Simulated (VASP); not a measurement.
# As (Pm-3m) in VASP: a series of runs, part 3 of 3

VASP 6.6.1. The steps go on from the part before.

## 4. Single point, PBE

The input, INCAR:

```
SYSTEM = As
ALGO = Normal ; EDIFF = 1E-6
ENCUT = 520 ; GGA = PE
ISIF = 2 ; ISMEAR = 0
LASPH = .TRUE. ; LCHARG = .FALSE.
LREAL = .FALSE. ; LWAVE = .FALSE.
NBANDS = 8 ; NELM = 80
PREC = Accurate ; SIGMA = 0.022
```

The input, KPOINTS:

```
k-points
0
G
  10 10 10
  0 0 0
```

The input, POSCAR:

```
As
1.0
    2.7036817444      0.0000000000      0.0000000000
    0.0000000000      2.7036817444      0.0000000000
    0.0000000000      0.0000000000      2.7036817444
As
1
Direct
    0.5000000000      0.5000000000      0.5000000000
```

Potentials or basis: VASP PAW PBE potentials, release 64 (As).

Command:

```sh
$ cat potpaw_PBE.64/As/POTCAR > POTCAR
$ mpirun -np 1 vasp_std > vasp.out
```

OUTCAR:

```text
SYSTEM = As
   EDIFF = 1E-6
   ENCUT = 520
   GGA = PE
   ISIF = 2
   ISMEAR = 0
   LASPH = .TRUE.
   LREAL = .FALSE.
   NELM = 80
   PREC = Accurate

 ion  position               nearest neighbor table
   1  0.500  0.500  0.500-

  LATTYP: Found a simple cubic cell.
 ALAT       =     2.7036817444

  Lattice vectors:

 A1 = (   2.7036817444,   0.0000000000,   0.0000000000)
 A2 = (   0.0000000000,   2.7036817444,   0.0000000000)
 A3 = (   0.0000000000,   0.0000000000,   2.7036817444)

Analysis of symmetry for initial positions (statically):
=====================================================================
 Subroutine PRICEL returns:
 Original cell was already a primitive cell.

 Routine SETGRP: Setting up the symmetry group for a
 simple cubic supercell.

 Subroutine GETGRP returns: Found 48 space group operations
[... 9 lines left out ...]

 Routine SETGRP: Setting up the symmetry group for a
 simple cubic supercell.

 Subroutine GETGRP returns: Found 48 space group operations
[... 11 lines left out ...]
                                     Primitive cell

  volume of cell :      19.7636

  direct lattice vectors                    reciprocal lattice vectors
     2.703681744  0.000000000  0.000000000     0.369866018  0.000000000  0.000000000
     0.000000000  2.703681744  0.000000000     0.000000000  0.369866018  0.000000000
     0.000000000  0.000000000  2.703681744     0.000000000  0.000000000  0.369866018

  length of vectors
     2.703681744  2.703681744  2.703681744     0.369866018  0.369866018  0.369866018

  position of ions in fractional coordinates (direct lattice)
     0.500000000  0.500000000  0.500000000

  ion indices of the primitive-cell ions
   primitive index   ion index
                 1           1

----------------------------------------------------------------------------------------

 KPOINTS: k-points

Automatic generation of k-mesh.
 Grid dimensions read from file:
 generate k-points for:   10   10   10

 Generating k-lattice:

  Cartesian coordinates                     Fractional coordinates (reciprocal lattice)
     0.036986602  0.000000000  0.000000000     0.100000000  0.000000000  0.000000000
     0.000000000  0.036986602  0.000000000     0.000000000  0.100000000  0.000000000
     0.000000000  0.000000000  0.036986602     0.000000000  0.000000000  0.100000000

  Length of vectors
     0.036986602  0.036986602  0.036986602

  Shift w.r.t. Gamma in fractional coordinates (k-lattice)
     0.000000000  0.000000000  0.000000000

 Subroutine IBZKPT returns following result:
 ===========================================

 Found     56 irreducible k-points:

 Following reciprocal coordinates:
            Coordinates               Weight
  0.000000  0.000000  0.000000      1.000000
  0.100000  0.000000  0.000000      6.000000
  0.200000  0.000000  0.000000      6.000000
  0.300000  0.000000  0.000000      6.000000
  0.400000  0.000000  0.000000      6.000000
  0.500000  0.000000  0.000000      3.000000
[... 16 lines left out ...]
  0.200000  0.100000  0.100000     24.000000
  0.300000  0.100000  0.100000     24.000000
 [... further k-points ...]
   k-points           NKPTS =     56   k-points in BZ     NKDIM =     56   number of bands    NBANDS=      8
   number of dos      NEDOS =    301   number of ions     NIONS =      1
   total plane-waves  NPLWV =   8000
   dimension x,y,z NGX =    20 NGY =   20 NGZ =   20
   dimension x,y,z NGXF=    40 NGYF=   40 NGZF=   40
   ions per type =               1
   NGX,Y,Z   is equivalent  to a cutoff of  12.30, 12.30, 12.30 a.u.
   NGXF,Y,Z  is equivalent  to a cutoff of  24.60, 24.60, 24.60 a.u.
 SYSTEM =  As
   PREC   = accura    normal or accurate (medium, high low for compatibility)
   ISTART =      0    job   : 0-new  1-cont  2-samecut
   ICHARG =      2    charge: 1-file 2-atom 10-const
   ISPIN  =      1    spin polarized calculation?
   LNONCOLLINEAR =      F non collinear calculations
   LSORBIT =      F    spin-orbit coupling
   LASPH  =      T    aspherical Exc in radial PAW
   ENCUT  =  520.0 eV  38.22 Ry    6.18 a.u.   5.03  5.03  5.03*2*pi/ulx,y,z
   NELM   =     80;   NELMIN=  2; NELMDL= -5     # of ELM steps
   EDIFF  = 0.1E-05   stopping-criterion for ELM
   LREAL  =      F    real-space projection
   EDIFFG = 0.1E-04   stopping-criterion for IOM
   NSW    =      0    number of steps for IOM
   IBRION =     -1    ionic relax: 0-MD 1-quasi-New 2-CG
   NFREE  =      0    steps in history (QN), initial steepest desc. (CG)
   ISIF   =      2    stress and relaxation
   ISYM   =      2    0-nonsym 1-usesym 2-fastsym
   POTIM  = 0.5000    time-step for ionic-motion
   TEBEG  =    0.0;   TEEND  =   0.0 temperature during run
   PSTRESS=    0.0 pullay stress
   NELECT =       5.0000    total number of electrons
   NUPDOWN=      -1.0000    fix difference up-down
   EMIN   =  10.00;   EMAX   =-10.00  energy-range for DOS
   EFERMI =   0.00;   METHOD = LEGACY
   ISMEAR =     0;   SIGMA  =   0.02  broadening in eV -4-tet -1-fermi 0-gaus
   EFERMI_NEDOS =   21; number of points for ismear=-14 and -15
   IALGO  =     38    algorithm
   IMIX   =      4    mixing-type and parameters
     AMIX     =   0.40;   BMIX     =  1.00
     AMIX_MAG =   1.60;   BMIX_MAG =  1.00
  volume/ion in A,a.u.               =      19.76       133.37
  Fermi-wavevector in a.u.,A,eV,Ry     =   1.035403  1.956627 14.586243  1.072059
  Thomas-Fermi vector in A             =   2.169744
   LORBIT       =      0    0 simple, 1 ext, 2 COOP (PROOUT), +10 PAW based schemes
   GGA     = PE    functional components
   LHFCALC =     F    Hartree Fock is set to
   AEXX    =    0.0000 exact exchange contribution
   IVDW    =     0    specifies the selected vdW correction
   LEPSILON=     F    determine dielectric tensor
   LRPA    =     F    only Hartree local field effects (RPA)
 non-spin polarized calculation
 Gauss-broadening in eV      SIGMA  =   0.02
  energy-cutoff  :      520.00
  volume of cell :       19.76
 maximum number of plane-waves:       554
   NGX = 11   NGY = 11   NGZ = 11

 number of electron       5.0000001 magnetization

 Free energy of the ion-electron system (eV)
  ---------------------------------------------------
  ext. energy  EPLUGINS =         0.00000000
  ---------------------------------------------------
  free energy    TOTEN  =        -4.56749433 eV

  energy without entropy =       -4.56736297  energy(sigma->0) =       -4.56742865

 E-fermi :   5.9203     XC(G=0): -10.4292

 val. band max:        5.9050680496   @ k =   0.3000   0.3000   0.3000
 cond. band min:       5.9394369231   @ k =   0.2000   0.2000   0.0000
 fundamental gap:      0.0343688735
 Fermi energy:         5.9202934585

 k-point     1 :       0.0000    0.0000    0.0000
  band No.  band energies     occupation
      1      -9.0399      2.00000
      2      10.0959      0.00000
      3      10.0959      0.00000
      4      10.0959      0.00000
      5      14.4358      0.00000
      6      14.4358      0.00000
      7      16.5018      0.00000
      8      30.8537      0.00000

 k-point     2 :       0.1000    0.0000    0.0000
  band No.  band energies     occupation
      1      -8.8559      2.00000
      2       8.0486      0.00000
      3      10.2579      0.00000
      4      10.2579      0.00000
      5      14.6003      0.00000
      6      15.6657      0.00000
      7      17.8050      0.00000
      8      28.5085      0.00000

 k-point     3 :       0.2000    0.0000    0.0000
  band No.  band energies     occupation
      1      -8.3139      2.00000
      2       4.9779      2.00000
      3      10.7203      0.00000
      4      10.7203      0.00000
      5      15.0814      0.00000
      6      16.4927      0.00000
      7      21.3709      0.00000
      8      25.6056      0.00000
[... 210 lines left out ...]
 k-point    23 :       0.2000    0.1000    0.1000
  band No.  band energies     occupation
      1      -7.9459      2.00000
      2       5.3102      2.00000
      3       8.6893      0.00000
      4       9.1245      0.00000
      5      17.7842      0.00000
      6      18.4870      0.00000
      7      21.1557      0.00000
      8      23.1992      0.00000

 k-point    24 :       0.3000    0.1000    0.1000
  band No.  band energies     occupation
      1      -7.0913      2.00000
      2       2.5189      2.00000
      3       9.3903      0.00000
      4       9.8827      0.00000
      5      18.4682      0.00000
      6      18.4785      0.00000
      7      20.6551      0.00000
      8      21.4383      0.00000

 [... further k-points ...]
[... 5 lines left out ...]
  --------------------------------------------------------------------------------------
  -------------------------------------------------------------------------------------
  Total        0.3039246      0.3039246      0.3039246      0.0000000      0.0000000     -0.0000000
  in kB       24.6382424     24.6382424     24.6382424      0.0000000      0.0000000     -0.0000000
  external PRESSURE =      24.6382424 kB  Pullay stress =       0.0000000 kB

 VOLUME and BASIS-vectors are now :
 -----------------------------------------------------------------------------
  energy-cutoff  :      520.00
  volume of cell :       19.76
      direct lattice vectors                 reciprocal lattice vectors
     2.703681744  0.000000000  0.000000000     0.369866018  0.000000000  0.000000000
     0.000000000  2.703681744  0.000000000     0.000000000  0.369866018  0.000000000
     0.000000000  0.000000000  2.703681744     0.000000000  0.000000000  0.369866018

 POSITION                                       TOTAL-FORCE (eV/Angst)
 -----------------------------------------------------------------------------------
      1.35184      1.35184      1.35184         0.000000      0.000000      0.000000
 -----------------------------------------------------------------------------------
    total drift:                                0.000000      0.000000      0.000000

  FREE ENERGIE OF THE ION-ELECTRON SYSTEM (eV)
  ---------------------------------------------------
  free  energy   TOTEN  =        -4.5674943300 eV

  energy  without entropy=       -4.5673629679  energy(sigma->0) =       -4.56742865
```

OSZICAR:

```text
N       E                     dE             d eps       ncg     rms          rms(c)
DAV:   1     0.836641660563E+01    0.83664E+01   -0.21422E+03   904   0.458E+02
DAV:   2    -0.440706054407E+01   -0.12773E+02   -0.12184E+02  1184   0.598E+01
DAV:   3    -0.456262080462E+01   -0.15556E+00   -0.15545E+00  1024   0.902E+00
DAV:   4    -0.456277525274E+01   -0.15445E-03   -0.15445E-03  1360   0.318E-01
DAV:   5    -0.456277532048E+01   -0.67736E-07   -0.68337E-07  1040   0.424E-03    0.208E+00
DAV:   6    -0.456535014492E+01   -0.25748E-02   -0.61277E-04  1160   0.201E-01    0.124E+00
DAV:   7    -0.456742839341E+01   -0.20782E-02   -0.18104E-03   944   0.330E-01    0.860E-02
DAV:   8    -0.456749154663E+01   -0.63153E-04   -0.67163E-05  1096   0.602E-02    0.446E-03
DAV:   9    -0.456749389840E+01   -0.23518E-05   -0.18758E-06  1088   0.960E-03    0.220E-03
DAV:  10    -0.456749433003E+01   -0.43163E-06   -0.69356E-07   976   0.539E-03
   1 F= -.45674943E+01 E0= -.45674286E+01  d E =-.131362E-03
```

stdout:

```text
POSCAR found type information on POSCAR As
 POSCAR found :  1 types and       1 ions
 scaLAPACK will be used
 LDA part: xc-table for (Slater+PW92), standard interpolation
 POSCAR, INCAR and KPOINTS ok, starting setup
 FFT: planning ... GRIDC
 FFT: planning ... GRID_SOFT
 FFT: planning ... GRID
 WAVECAR not read
 entering main loop
```

It took 6.2 s on 1 thread of Intel Xeon Platinum 8488C (Sapphire Rapids), shared host; peak memory 0.12 GiB.

What came out:

```
Free energy : -4.5675 eV
Pressure    : 2.5 GPa
```

## 5. Overview

```tsv
task	level	spin	cell	k mesh	cutoff (eV)	smearing	gap on the mesh (eV)	pressure (GPa)
relaxation of cell and atoms	RPBE+D3(BJ)	off	relaxed	10 × 10 × 10	600	fermi-dirac 0.05 eV	none	0.0
single point	r2SCAN	non-collinear, zero start, SOC	as given	7 × 7 × 7	520	fermi-dirac 0.05 eV	-	0.5
single point	PBE	off	as given	10 × 10 × 10	520	gaussian 0.022 eV	none	2.5
```

Alike in all rows: potentials or basis VASP PAW PBE potentials, release 64 (As).

Caveats: the PAW data sets were made with another functional, which shifts forces and pressure a little (some runs); pairwise dispersion overbinds metals, which lowers pressure and volume (some runs).

Absolute energies hang on the potentials; compare differences alone.
